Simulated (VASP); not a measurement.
# Os (P-1) in VASP: single point with PBEsol

Aim: the single point of Os with PBEsol.

Program: VASP 6.6.1. These are calculated values, not measurements. Logs are shortened: lines on timing, memory, paths and dates and some standing lists are left out, and cuts for length are marked.

### 1 The cell of the first run

The typed cell holds 2 atoms: a = 2.734 Å, b = 2.734 Å, c = 4.320 Å, α = 90.00°, β = 90.00°, γ = 120.00°.

### 2 Single point, PBEsol (atom 1 (Os) moved by (+0.600, -0.600) A along [1 1 0] and z)

INCAR reads:

```
PREC = Accurate
ENCUT = 560
EDIFF = 1E-6
ISMEAR = 0
SIGMA = 0.15
LREAL = F
LASPH = T
NELM = 120
ALGO = Normal
ISIF = 2
LWAVE = F
LCHARG = F
GGA = PS
NBANDS = 23
GGA_COMPAT = F
```

KPOINTS reads:

```
Automatic mesh
0
Gamma
  18 18 12
```

POSCAR reads:

```
Os
1.0
    2.7340999755      0.0000000000      0.0000000000
   -1.3670499878      2.3678000353      0.0000000000
    0.0000000000      0.0000000000      4.3197000000
Os
2
Direct
    0.5780987219      0.8458473671      0.1111014654
    0.6666666667      0.3333333333      0.7500000000
```

Potentials or basis: VASP PAW PBE potentials, release 64 (Os_sv_GW).

Command:

```sh
$ cat potpaw_PBE.64/Os_sv_GW/POTCAR > POTCAR
$ mpirun -np 1 vasp_std > vasp.out
```

OUTCAR:

```text
PREC = Accurate
   ENCUT = 560
   EDIFF = 1E-6
   ISMEAR = 0
   LREAL = F
   LASPH = T
   NELM = 120
   ISIF = 2
   GGA = PS

 ion  position               nearest neighbor table
   1  0.578  0.846  0.111-   2 1.99   2 2.19   2 2.67   2 3.02   2 3.02   2 3.16
   2  0.667  0.333  0.750-   1 1.99   1 2.19   1 2.67   1 3.02   1 3.02   1 3.16

  LATTYP: Found a hexagonal cell.
 ALAT       =     2.7340999755
 C/A-ratio  =     1.5799349105

  Lattice vectors:

 A1 = (   2.7340999755,   0.0000000000,   0.0000000000)
 A2 = (  -1.3670499878,   2.3678000353,   0.0000000000)
 A3 = (   0.0000000000,   0.0000000000,   4.3197000000)

Analysis of symmetry for initial positions (statically):
=====================================================================
 Subroutine PRICEL returns:
 Original cell was already a primitive cell.

 Routine SETGRP: Setting up the symmetry group for a
 hexagonal supercell.

 Subroutine GETGRP returns: Found  2 space group operations
 (whereof  1 operations were pure point group operations)
 out of a pool of 24 trial point group operations.

The static configuration has the point symmetry C_1 .
 The point group associated with its full space group is S_2 .

Analysis of symmetry for dynamics (positions and initial velocities):
=====================================================================
 Subroutine PRICEL returns:
 Original cell was already a primitive cell.

 Routine SETGRP: Setting up the symmetry group for a
 hexagonal supercell.

 Subroutine GETGRP returns: Found  2 space group operations
 (whereof  1 operations were pure point group operations)
 out of a pool of 24 trial point group operations.

The dynamic configuration has the point symmetry C_1 .
 The point group associated with its full space group is S_2 .

 Subroutine INISYM returns: Found  2 space group operations
 (whereof  1 operations are pure point group operations),
 and found     1 'primitive' translations

----------------------------------------------------------------------------------------

                                     Primitive cell

  volume of cell :      27.9649

  direct lattice vectors                    reciprocal lattice vectors
[... 80 lines left out ...]
   ICHARG =      2    charge: 1-file 2-atom 10-const
   ISPIN  =      1    spin polarized calculation?
   LNONCOLLINEAR =      F non collinear calculations
   LSORBIT =      F    spin-orbit coupling
   LASPH  =      T    aspherical Exc in radial PAW
   ENCUT  =  560.0 eV  41.16 Ry    6.42 a.u.   5.28  5.28  8.33*2*pi/ulx,y,z
   NELM   =    120;   NELMIN=  2; NELMDL= -5     # of ELM steps
   EDIFF  = 0.1E-05   stopping-criterion for ELM
   LREAL  =      F    real-space projection
   EDIFFG = 0.1E-04   stopping-criterion for IOM
   NSW    =      0    number of steps for IOM
   IBRION =     -1    ionic relax: 0-MD 1-quasi-New 2-CG
   NFREE  =      0    steps in history (QN), initial steepest desc. (CG)
   ISIF   =      2    stress and relaxation
   ISYM   =      2    0-nonsym 1-usesym 2-fastsym
   POTIM  = 0.5000    time-step for ionic-motion
   TEBEG  =    0.0;   TEEND  =   0.0 temperature during run
   PSTRESS=    0.0 pullay stress
   NELECT =      32.0000    total number of electrons
   NUPDOWN=      -1.0000    fix difference up-down
   EMIN   =  10.00;   EMAX   =-10.00  energy-range for DOS
   EFERMI =   0.00;   METHOD = LEGACY
   ISMEAR =     0;   SIGMA  =   0.15  broadening in eV -4-tet -1-fermi 0-gaus
   EFERMI_NEDOS =   21; number of points for ismear=-14 and -15
   IALGO  =     38    algorithm
   IMIX   =      4    mixing-type and parameters
     AMIX     =   0.40;   BMIX     =  1.00
     AMIX_MAG =   1.60;   BMIX_MAG =  1.00
  volume/ion in A,a.u.               =      13.98        94.36
  Fermi-wavevector in a.u.,A,eV,Ry     =   1.712329  3.235832 39.893232  2.932070
  Thomas-Fermi vector in A             =   2.790278
   LORBIT       =      0    0 simple, 1 ext, 2 COOP (PROOUT), +10 PAW based schemes
   GGA     = PS    functional components
   LHFCALC =     F    Hartree Fock is set to
   AEXX    =    0.0000 exact exchange contribution
   IVDW    =     0    specifies the selected vdW correction
   LEPSILON=     F    determine dielectric tensor
   LRPA    =     F    only Hartree local field effects (RPA)
 non-spin polarized calculation
 Gauss-broadening in eV      SIGMA  =   0.15
  energy-cutoff  :      560.00
  volume of cell :       27.96
 maximum number of plane-waves:       855
 NGX is ok and might be reduce to    24
   NGX = 11   NGY = 11   NGZ = 17

 number of electron      32.0000000 magnetization

 Free energy of the ion-electron system (eV)
  ---------------------------------------------------
  ext. energy  EPLUGINS =         0.00000000
  ---------------------------------------------------
  free energy    TOTEN  =       -20.03026679 eV

  energy without entropy =      -20.01302404  energy(sigma->0) =      -20.02164541

 E-fermi :  14.0958     XC(G=0): -14.4754

 val. band max:       14.0948274829   @ k =   0.4444  -0.1111  -0.0833
 cond. band min:      14.0960298721   @ k =   0.3333   0.3333   0.0833
 fundamental gap:      0.0012023892
 Fermi energy:        14.0957766800

 k-point     1 :       0.0000    0.0000    0.0000
  band No.  band energies     occupation
      1     -73.5373      2.00000
      2     -72.6862      2.00000
      3     -34.7966      2.00000
      4     -32.9976      2.00000
      5     -32.2534      2.00000
      6     -31.7594      2.00000
[... 613 lines left out ...]
     22      22.8797      0.00000
     23      27.7923      0.00000

 [... further k-points ...]

------------------------ aborting loop because EDIFF is reached ----------------------------------------

  FORCE on cell =-STRESS in cart. coord.  units (eV):
  Direction    XX          YY          ZZ          XY          YZ          ZX
  --------------------------------------------------------------------------------------
  -------------------------------------------------------------------------------------
  Total        8.8471728     23.7015628     32.0130440     -8.6602397     -8.6069068     -1.1556100
  in kB      506.8764228   1357.9211880   1834.1065166   -496.1665669   -493.1109881    -66.2077541
  external PRESSURE =    1232.9680425 kB  Pullay stress =       0.0000000 kB

 VOLUME and BASIS-vectors are now :
 -----------------------------------------------------------------------------
  energy-cutoff  :      560.00
  volume of cell :       27.96
      direct lattice vectors                 reciprocal lattice vectors
     2.734099975  0.000000000  0.000000000     0.365751073  0.211166481  0.000000000
    -1.367049988  2.367800035  0.000000000     0.000000000  0.422332961  0.000000000
     0.000000000  0.000000000  4.319700000     0.000000000  0.000000000  0.231497558

 POSITION                                       TOTAL-FORCE (eV/Angst)
 -----------------------------------------------------------------------------------
      0.42426      2.00280      0.47993        -1.510400     -5.605616     22.146528
      1.36705      0.78927      3.23977         1.510400      5.605616    -22.146528
 -----------------------------------------------------------------------------------
    total drift:                                0.000000      0.000007     -0.000001

  FREE ENERGIE OF THE ION-ELECTRON SYSTEM (eV)
  ---------------------------------------------------
  free  energy   TOTEN  =       -20.0302667859 eV

  energy  without entropy=      -20.0130240396  energy(sigma->0) =      -20.02164541
```

OSZICAR:

```text
N       E                     dE             d eps       ncg     rms          rms(c)
DAV:   1     0.348080246734E+03    0.34808E+03   -0.23708E+04 91304   0.157E+03
DAV:   2    -0.997545625769E+01   -0.35806E+03   -0.34186E+03108631   0.494E+02
DAV:   3    -0.215191168828E+02   -0.11544E+02   -0.11446E+02106786   0.864E+01
DAV:   4    -0.215670818888E+02   -0.47965E-01   -0.47946E-01 98765   0.620E+00
DAV:   5    -0.215673142356E+02   -0.23235E-03   -0.23233E-03108040   0.371E-01    0.145E+02
DAV:   6    -0.202546535166E+02    0.13127E+01   -0.18200E+00 95859   0.106E+01    0.798E+01
DAV:   7    -0.200590106129E+02    0.19564E+00   -0.10838E+00104280   0.812E+00    0.104E+01
DAV:   8    -0.200310550579E+02    0.27956E-01   -0.11879E-01 94319   0.321E+00    0.200E+00
DAV:   9    -0.200304652038E+02    0.58985E-03   -0.24074E-03104252   0.471E-01    0.454E-01
DAV:  10    -0.200302718608E+02    0.19334E-03   -0.48181E-04 96244   0.220E-01    0.106E-01
DAV:  11    -0.200302667983E+02    0.50625E-05   -0.84623E-06107227   0.317E-02    0.130E-02
DAV:  12    -0.200302667859E+02    0.12477E-07   -0.23052E-07 52973   0.476E-03
   1 F= -.20030267E+02 E0= -.20021645E+02  d E =-.172427E-01
```

Run time: 22 min. Hardware: 1 thread of AMD EPYC 7R43 (Zen 3), shared host; peak memory 1.1 GiB.

What came out:

```yaml
Free_energy: -20.0303 eV
Pressure: 123.3 GPa
Largest_force: 22.895 eV/Å
Band_gap_on_the_k_mesh: zero (bands 16 and 17 overlap by 2.68 eV)
```

Forces on the atoms (eV/Å):
```
Os   -1.510  -5.606  22.147
Os    1.510   5.606 -22.147
```

Caveat: the cell differs from its parent crystal (atom 1 (Os) moved by (+0.600, -0.600) A along [1 1 0] and z); atoms lie so close that the PAW spheres overlap strongly, which falsifies energies and pressures; the stress differs along the axes, from 51 to 183 GPa; the PAW data sets were made with another functional, which shifts forces and pressure a little; spin-orbit coupling is left out, which moves the levels of the heavy elements.
